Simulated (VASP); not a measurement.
# Os (P6_3/mmc) in VASP: settings compared

Os is run at these levels: r2SCAN+D3(BJ), PBE; tasks: single point.

Program: VASP 6.6.1. These are calculated values, not measurements. Logs are shortened: lines on timing, memory, paths and dates and some standing lists are left out, and cuts for length are marked.

## (1) The cell of the first run

It takes space group P6_3/mmc (No. 194, hexagonal). The conventional cell has a = 2.752 Å, b = 2.752 Å, c = 4.348 Å, α = 90.00°, β = 90.00°, γ = 120.00°. Os (site symmetry -6m2) has 12 Os at 2.69 to 2.75 Å within 3.6 Å.

## (2) Single point, r2SCAN+D3(BJ)

The input, POSCAR:

```
Os
1.0
    2.7522071502      0.0000000000      0.0000000000
   -1.3761035751      2.3834813086      0.0000000000
    0.0000000000      0.0000000000      4.3483081185
Os
2
Direct
    0.6666666667      0.3333333333      0.7500000000
    0.3333333333      0.6666666667      0.2500000000
```

The input, INCAR.step1:

```
PREC     = Accurate       # precision mode
ENCUT    = 520            # plane-wave cutoff, eV
ISMEAR   = -1             # smearing method
SIGMA    = 0.05           # smearing width, eV
LREAL    = F              # projectors in reciprocal space
LASPH    = T              # aspherical terms in the spheres
NELM     = 100            # most SCF steps
NBANDS   = 15             # bands
GGA      = PE             # functional
ALGO     = Normal         # electronic algorithm
EDIFF    = 1E-4           # SCF threshold, eV
LWAVE    = T              # write WAVECAR
LCHARG   = F              # write CHGCAR
```

The input, INCAR.step2:

```
PREC     = Accurate       # precision mode
ENCUT    = 520            # plane-wave cutoff, eV
EDIFF    = 1E-6           # SCF threshold, eV
ISMEAR   = -1             # smearing method
SIGMA    = 0.05           # smearing width, eV
LREAL    = F              # projectors in reciprocal space
LASPH    = T              # aspherical terms in the spheres
NELM     = 100            # most SCF steps
ALGO     = Normal         # electronic algorithm
ISIF     = 2              # what is computed and relaxed
LWAVE    = F              # write WAVECAR
LCHARG   = F              # write CHGCAR
METAGGA  = R2SCAN         # meta-GGA
LMIXTAU  = T            
IVDW     = 12             # dispersion correction
VDW_S6   = 1.0          
VDW_S8   = 0.78981345   
VDW_A1   = 0.49484001   
VDW_A2   = 5.73083694   
NBANDS   = 15             # bands
ISTART   = 1
```

The input, KPOINTS:

```
regular mesh
0
Gamma
  11 11 6
```

Potentials or basis: VASP PAW PBE potentials, release 64 (Os).

The run is started by

```sh
cat potpaw_PBE.64/Os/POTCAR > POTCAR
cp INCAR.step1 INCAR
mpirun -np 1 vasp_std > vasp.out
cp INCAR.step2 INCAR
mpirun -np 1 vasp_std > vasp.out
```

OUTCAR:

```text
PREC = Accurate
   ENCUT = 520
   EDIFF = 1E-6
   ISMEAR = -1
   LREAL = F
   LASPH = T
   NELM = 100
   ISIF = 2
   METAGGA = R2SCAN
   IVDW = 12
   ISTART = 1
 IVDW          = 12

 ion  position               nearest neighbor table
   1  0.667  0.333  0.750-   2 2.69   2 2.69   2 2.69   2 2.69   2 2.69   2 2.69
   2  0.333  0.667  0.250-   1 2.69   1 2.69   1 2.69   1 2.69   1 2.69   1 2.69

  LATTYP: Found a hexagonal cell.
 ALAT       =     2.7522071502
 C/A-ratio  =     1.5799348963

  Lattice vectors:

 A1 = (   2.7522071502,   0.0000000000,   0.0000000000)
 A2 = (  -1.3761035751,   2.3834813086,   0.0000000000)
 A3 = (   0.0000000000,   0.0000000000,   4.3483081185)

Analysis of symmetry for initial positions (statically):
=====================================================================
 Subroutine PRICEL returns:
 Original cell was already a primitive cell.

 Routine SETGRP: Setting up the symmetry group for a
 hexagonal supercell.

 Subroutine GETGRP returns: Found 24 space group operations
 (whereof 12 operations were pure point group operations)
 out of a pool of 24 trial point group operations.

The static configuration has the point symmetry D_3d.
 The point group associated with its full space group is D_6h.

Analysis of symmetry for dynamics (positions and initial velocities):
=====================================================================
 Subroutine PRICEL returns:
 Original cell was already a primitive cell.

 Routine SETGRP: Setting up the symmetry group for a
 hexagonal supercell.

 Subroutine GETGRP returns: Found 24 space group operations
 (whereof 12 operations were pure point group operations)
 out of a pool of 24 trial point group operations.

The dynamic configuration has the point symmetry D_3d.
 The point group associated with its full space group is D_6h.

 Subroutine INISYM returns: Found 24 space group operations
 (whereof 12 operations are pure point group operations),
 and found     1 'primitive' translations

----------------------------------------------------------------------------------------

                                     Primitive cell

  volume of cell :      28.5242

  direct lattice vectors                    reciprocal lattice vectors
     2.752207150  0.000000000  0.000000000     0.363344743  0.209777185  0.000000000
    -1.376103575  2.383481309  0.000000000     0.000000000  0.419554370  0.000000000
     0.000000000  0.000000000  4.348308119     0.000000000  0.000000000  0.229974503

  length of vectors
     2.752207150  2.752207150  4.348308119     0.419554370  0.419554370  0.229974503

  position of ions in fractional coordinates (direct lattice)
     0.666666667  0.333333333  0.750000000
     0.333333333  0.666666667  0.250000000

  ion indices of the primitive-cell ions
   primitive index   ion index
                 1           1
                 2           2

----------------------------------------------------------------------------------------

 KPOINTS: regular mesh

Automatic generation of k-mesh.
 Grid dimensions read from file:
 generate k-points for:   11   11    6

 Generating k-lattice:

  Cartesian coordinates                     Fractional coordinates (reciprocal lattice)
     0.033031340  0.019070653  0.000000000     0.090909091  0.000000000  0.000000000
     0.000000000  0.038141306  0.000000000     0.000000000  0.090909091  0.000000000
     0.000000000  0.000000000  0.038329084     0.000000000  0.000000000  0.166666667

  Length of vectors
     0.038141306  0.038141306  0.038329084

  Shift w.r.t. Gamma in fractional coordinates (k-lattice)
     0.000000000  0.000000000  0.000000000

 Subroutine IBZKPT returns following result:
 ===========================================

 Found     64 irreducible k-points:

 Following reciprocal coordinates:
            Coordinates               Weight
  0.000000  0.000000  0.000000      1.000000
  0.090909 -0.000000  0.000000      6.000000
  0.181818 -0.000000  0.000000      6.000000
  0.272727  0.000000  0.000000      6.000000
[... 47 lines left out ...]
      1      -2.2832      2.00000
      2       1.0239      2.00000
      3       5.8922      2.00000
      4       5.8922      2.00000
      5       6.1440      2.00000
      6       6.7317      2.00000
      7       6.7317      2.00000
      8       7.3725      2.00000
      9       7.3725      2.00000
     10       8.9762      0.48635
     11      10.6696      0.00000
     12      10.6696      0.00000
     13      18.2958      0.00000
     14      23.7638      0.00000
     15      26.5237      0.00000

 k-point     2 :       0.0909   -0.0000    0.0000
  band No.  band energies     occupation
      1      -1.9428      2.00000
      2       1.3215      2.00000
      3       5.3251      2.00000
      4       6.1903      2.00000
      5       6.5000      2.00000
      6       6.6688      2.00000
      7       6.8936      2.00000
      8       7.0090      2.00000
      9       7.1428      2.00000
     10       7.8930      2.00000
     11      10.8237      0.00000
     12      12.3276      0.00000
     13      18.2590      0.00000
     14      24.4356      0.00000
     15      26.9503      0.00000

 k-point     3 :       0.1818   -0.0000    0.0000
  band No.  band energies     occupation
      1      -1.0003      2.00000
      2       2.0210      2.00000
      3       4.6622      2.00000
      4       5.4007      2.00000
      5       6.0737      2.00000
      6       6.6228      2.00000
      7       7.0519      2.00000
      8       7.2844      2.00000
      9       7.4217      2.00000
     10       7.8035      2.00000
     11      11.1371      0.00000
     12      14.7639      0.00000
     13      18.0747      0.00000
     14      25.3291      0.00000
     15      27.1827      0.00000
[... 343 lines left out ...]
 k-point    23 :       0.0909    0.0909    0.1667
  band No.  band energies     occupation
      1      -0.9802      2.00000
      2       1.9264      2.00000
      3       4.8121      2.00000
      4       5.1830      2.00000
      5       5.9877      2.00000
      6       6.3461      2.00000
      7       6.8057      2.00000
      8       7.1764      2.00000
      9       7.8800      2.00000
     10       7.9618      2.00000
     11      10.9377      0.00000
     12      13.0346      0.00000
     13      19.8348      0.00000
     14      24.9625      0.00000
     15      27.1474      0.00000

 k-point    24 :       0.1818    0.0909    0.1667
  band No.  band energies     occupation
      1       0.0882      2.00000
      2       2.6663      2.00000
      3       4.1136      2.00000
      4       4.3457      2.00000
      5       5.6228      2.00000
      6       6.2458      2.00000
      7       6.8178      2.00000
      8       7.8099      2.00000
      9       8.4213      1.99991
     10       8.8008      1.82927
     11      11.0952      0.00000
     12      14.6004      0.00000
     13      19.8542      0.00000
     14      24.5378      0.00000
     15      25.7453      0.00000

 [... further k-points ...]

------------------------ aborting loop because EDIFF is reached ----------------------------------------

 Edisp (eV)   -0.60173

 E8    (eV) :    -0.2380

  FORCE on cell =-STRESS in cart. coord.  units (eV):
  Direction    XX          YY          ZZ          XY          YZ          ZX
  --------------------------------------------------------------------------------------
  -------------------------------------------------------------------------------------
  Total      -1.66147    -1.66147    -1.86751    -0.00000    -0.00000     0.00000
  in kB     -93.32313   -93.32313  -104.89621    -0.00000    -0.00000     0.00000
  external pressure =      -97.18 kB  Pullay stress =        0.00 kB

 VOLUME and BASIS-vectors are now :
 -----------------------------------------------------------------------------
  energy-cutoff  :      520.00
  volume of cell :       28.52
      direct lattice vectors                 reciprocal lattice vectors
     2.752207150  0.000000000  0.000000000     0.363344743  0.209777185  0.000000000
    -1.376103575  2.383481309  0.000000000     0.000000000  0.419554370  0.000000000
     0.000000000  0.000000000  4.348308119     0.000000000  0.000000000  0.229974503

 POSITION                                       TOTAL-FORCE (eV/Angst)
 -----------------------------------------------------------------------------------
      1.37610      0.79449      3.26123         0.000000     -0.000000      0.000000
     -0.00000      1.58899      1.08708        -0.000000      0.000000      0.000000
 -----------------------------------------------------------------------------------
    total drift:                                0.000000     -0.000000     -0.000000

  FREE ENERGIE OF THE ION-ELECTRON SYSTEM (eV)
  ---------------------------------------------------
  free  energy   TOTEN  =      -106.5906743538 eV

  energy  without entropy=     -106.5777823404  energy(sigma->0) =     -106.58422835
```

Run time: 1.9 min. Hardware: 1 thread of AMD EPYC 7R13, shared host; peak memory 0.14 GiB.

What came out:

```yaml
Free_energy: -106.5907 eV
Pressure: -9.7 GPa
Band_gap_on_the_k_mesh: zero (band 8 reaches 11.07 eV, above the bottom of band 9 at 7.14 eV)
Dispersion_energy_per_atom: -0.301 eV
```

Levels at points of the mesh, in eV from the Fermi level:
```csv
k point,band 6,band 7,band 8,band 9,band 10,band 11
"(0.00, 0.00, 0.00)",-2.19,-2.19,-1.55,-1.55,0.06,1.75
"(0.00, 0.00, 0.50)",-3.23,-3.23,-3.23,0.94,0.94,0.94
```

Caveat: the PAW data sets were made with another functional, which shifts forces and pressure a little; spin-orbit coupling is left out, which moves the levels of the heavy elements; pairwise dispersion overbinds metals, which lowers pressure and volume.

## (3) Single point, r2SCAN+D3(BJ)

This run uses another cell than the first one, of 14.54 Å³/atom, 1.020 times its volume.

The input, POSCAR:

```
Os
1.0
    2.7700791260      0.0000000000      0.0000000000
   -1.3850395630      2.3989588936      0.0000000000
    0.0000000000      0.0000000000      4.3765446767
Os
2
Direct
    0.6666666667      0.3333333333      0.7500000000
    0.3333333333      0.6666666667      0.2500000000
```

The input, INCAR.step1:

```
SYSTEM = Os
  PREC = Accurate
  ENCUT = 520
  ISMEAR = -1
  SIGMA = 0.05
  LREAL = .False.
  LASPH = .True.
  NELM = 60
  NBANDS = 15
  GGA = PE
  ALGO = Normal
  EDIFF = 1E-4
  LWAVE = .True.
  LCHARG = .False.
```

The input, INCAR.step2:

```
SYSTEM = Os
  PREC = Accurate
  ENCUT = 520
  EDIFF = 1E-6
  ISMEAR = -1
  SIGMA = 0.05
  LREAL = .False.
  LASPH = .True.
  NELM = 60
  ALGO = Normal
  ISIF = 2
  LWAVE = .False.
  LCHARG = .False.
  METAGGA = R2SCAN
  LMIXTAU = .True.
  IVDW = 12
  VDW_S6 = 1.0
  VDW_S8 = 0.78981345
  VDW_A1 = 0.49484001
  VDW_A2 = 5.73083694
  NBANDS = 15
  ISTART = 1
```

The input, KPOINTS:

```
regular mesh
0
Gamma
  11 11 6
  0 0 0
```

Potentials or basis: VASP PAW PBE potentials, release 64 (Os).

The run is started by

```sh
cat potpaw_PBE.64/Os/POTCAR > POTCAR
cp INCAR.step1 INCAR
mpirun -np 1 vasp_std > vasp.out
cp INCAR.step2 INCAR
mpirun -np 1 vasp_std > vasp.out
```

It took 3.4 min on 1 thread of AMD EPYC 7R13, shared host; peak memory 0.15 GiB.

The run converged. Its results:

- Free energy: -106.5440 eV
- Pressure: -17.1 GPa
- Band gap on the k mesh: zero (band 8 reaches 10.71 eV, above the bottom of band 9 at 6.90 eV)
- Dispersion energy per atom: -0.295 eV

Stress tensor (GPa, compression positive):
```
-16.51   0.00   0.00
  0.00 -16.51   0.00
  0.00   0.00 -18.18
```

Levels at points of the mesh, in eV from the Fermi level:
```csv
k point,band 4,band 5,band 6,band 7,band 8,band 9,band 10,band 11,band 12,band 13
"(0.00, 0.00, 0.00)",-2.94,-2.70,-2.13,-2.13,-1.51,-1.51,0.06,1.70,1.70,9.14
"(0.00, 0.00, 0.50)",-3.49,-3.14,-3.14,-3.14,-3.14,0.90,0.90,0.90,0.90,14.49
```

Caveat: the PAW data sets were made with another functional, which shifts forces and pressure a little; spin-orbit coupling is left out, which moves the levels of the heavy elements; pairwise dispersion overbinds metals, which lowers pressure and volume.

## (4) Single point, r2SCAN+D3(BJ)

This run uses another cell than the first one, of 14.82 Å³/atom, 1.039 times its volume.

The input, POSCAR:

```
Os
1.0
    2.7877234178      0.0000000000      0.0000000000
   -1.3938617089      2.4142392985      0.0000000000
    0.0000000000      0.0000000000      4.4044215090
Os
2
Direct
    0.6666666667      0.3333333333      0.7500000000
    0.3333333333      0.6666666667      0.2500000000
```

The input, INCAR.step1:

```
ALGO     = Normal         # electronic algorithm
EDIFF    = 1E-4           # SCF threshold, eV
ENCUT    = 520            # plane-wave cutoff, eV
GGA      = PE             # functional
ISMEAR   = -1             # smearing method
LASPH    = T              # aspherical terms in the spheres
LCHARG   = F              # write CHGCAR
LREAL    = F              # projectors in reciprocal space
LWAVE    = T              # write WAVECAR
NBANDS   = 15             # bands
NELM     = 60             # most SCF steps
PREC     = Accurate       # precision mode
SIGMA    = 0.05           # smearing width, eV
```

The input, INCAR.step2:

```
ALGO     = Normal         # electronic algorithm
EDIFF    = 1E-6           # SCF threshold, eV
ENCUT    = 520            # plane-wave cutoff, eV
ISIF     = 2              # what is computed and relaxed
ISMEAR   = -1             # smearing method
ISTART   = 1            
IVDW     = 12             # dispersion correction
LASPH    = T              # aspherical terms in the spheres
LCHARG   = F              # write CHGCAR
LMIXTAU  = T            
LREAL    = F              # projectors in reciprocal space
LWAVE    = F              # write WAVECAR
METAGGA  = R2SCAN         # meta-GGA
NBANDS   = 15             # bands
NELM     = 60             # most SCF steps
PREC     = Accurate       # precision mode
SIGMA    = 0.05           # smearing width, eV
VDW_A1   = 0.49484001   
VDW_A2   = 5.73083694   
VDW_S6   = 1.0          
VDW_S8   = 0.78981345
```

The input, KPOINTS:

```
k-points
0
Gamma
  11 11 6
```

The run is started by

```sh
cat potpaw_PBE.64/Os/POTCAR > POTCAR
cp INCAR.step1 INCAR
mpirun -np 1 vasp_std > vasp.out
cp INCAR.step2 INCAR
mpirun -np 1 vasp_std > vasp.out
```

Run time: 2.6 min. Hardware: 1 thread of AMD EPYC 7R13, shared host; peak memory 0.15 GiB.

Results (log left out):

```
Free energy                : -106.4732 eV
Pressure                   : -23.6 GPa
Band gap on the k mesh     : zero (band 8 reaches 10.37 eV, above the bottom of band 9 at 6.67 eV)
Dispersion energy per atom : -0.289 eV
```

Stress tensor (GPa, compression positive):
```
-22.88   0.00   0.00
  0.00 -22.88   0.00
  0.00   0.00 -25.00
```

Levels at points of the mesh, in eV from the Fermi level:
```csv
k point,band 4,band 5,band 6,band 7,band 8,band 9,band 10,band 11,band 12,band 13
"(0.00, 0.00, 0.00)",-2.85,-2.62,-2.07,-2.07,-1.47,-1.47,0.07,1.65,1.65,8.91
"(0.00, 0.00, 0.50)",-3.40,-3.05,-3.05,-3.05,-3.05,0.87,0.87,0.87,0.87,14.48
```

Caveat: the PAW data sets were made with another functional, which shifts forces and pressure a little; spin-orbit coupling is left out, which moves the levels of the heavy elements; pairwise dispersion overbinds metals, which lowers pressure and volume.

## (5) Single point, PBE

This run uses another cell than the first one, of 13.98 Å³/atom, 0.980 times its volume.

The input, INCAR:

```
  PREC = Accurate
  ENCUT = 520
  EDIFF = 1E-6
  ISMEAR = -1
  SIGMA = 0.04
  LREAL = False
  LASPH = True
  NELM = 60
  ALGO = Normal
  ISIF = 2
  LWAVE = False
  LCHARG = False
  GGA = PE
  NBANDS = 15
```

The input, KPOINTS:

```
Automatic mesh
0
Gamma
  6 6 3
```

The input, POSCAR:

```
Os
1.0
    2.7341000000      0.0000000000      0.0000000000
   -1.3670500000      2.3678000565      0.0000000000
    0.0000000000      0.0000000000      4.3197000000
Os
2
Direct
    0.6666666667      0.3333333333      0.7500000000
    0.3333333333      0.6666666667      0.2500000000
```

The run is started by

```sh
cat potpaw_PBE.64/Os/POTCAR > POTCAR
mpirun -np 1 vasp_std > vasp.out
```

It took 6.8 s on 1 thread of Intel Xeon 6975P-C (Granite Rapids), shared host; peak memory 0.13 GiB.

The run converged. Its results:

```
Free energy            : -22.3520 eV
Pressure               : 9.8 GPa
Band gap on the k mesh : zero (band 8 reaches 11.54 eV, above the bottom of band 9 at 7.94 eV)
```

Stress tensor (GPa, compression positive):
```
11.19  0.00  0.00
 0.00 11.19  0.00
 0.00  0.00  6.88
```

Levels at points of the mesh, in eV from the Fermi level:
| k point | band 4 | band 5 | band 6 | band 7 | band 8 | band 9 | band 10 | band 11 | band 12 | band 13 |
| --- | --- | --- | --- | --- | --- | --- | --- | --- | --- | --- |
| (0.00, 0.00, 0.00) | -3.07 | -2.81 | -2.23 | -2.23 | -1.56 | -1.56 | 0.01 | 1.70 | 1.70 | 9.07 |
| (0.50, 0.00, 0.00) | -3.55 | -2.93 | -2.58 | -1.89 | 2.04 | 2.60 | 2.74 | 4.41 | 5.70 | 9.33 |

Caveat: the k points lie up to 0.48 Å⁻¹ apart; spin-orbit coupling is left out, which moves the levels of the heavy elements.

## (6) The runs side by side

| level | cell | k mesh | smearing | gap on the mesh (eV) | pressure (GPa) |
| --- | --- | --- | --- | --- | --- |
| r2SCAN+D3(BJ) | a = 2.752, b = 2.752, c = 4.348 Å, angles 90.0, 90.0, 120.0°, 2 atoms | 11 × 11 × 6 | fermi-dirac 0.05 eV | none | -9.7 |
| r2SCAN+D3(BJ) | a = 2.770, b = 2.770, c = 4.377 Å, angles 90.0, 90.0, 120.0°, 2 atoms | 11 × 11 × 6 | fermi-dirac 0.05 eV | none | -17.1 |
| r2SCAN+D3(BJ) | a = 2.788, b = 2.788, c = 4.404 Å, angles 90.0, 90.0, 120.0°, 2 atoms | 11 × 11 × 6 | fermi-dirac 0.05 eV | none | -23.6 |
| PBE | a = 2.734, b = 2.734, c = 4.320 Å, angles 90.0, 90.0, 120.0°, 2 atoms | 6 × 6 × 3 | fermi-dirac 0.04 eV | none | 9.8 |

Alike in all rows: task single point; potentials or basis VASP PAW PBE potentials, release 64 (Os); no spin polarisation; cutoff (eV) 520.

Caveats: some runs use coarse meshes; spin-orbit coupling is left out, which moves the levels of the heavy elements; the PAW data sets were made with another functional, which shifts forces and pressure a little (some runs); pairwise dispersion overbinds metals, which lowers pressure and volume (some runs).

Absolute energies hang on the potentials; compare differences alone.
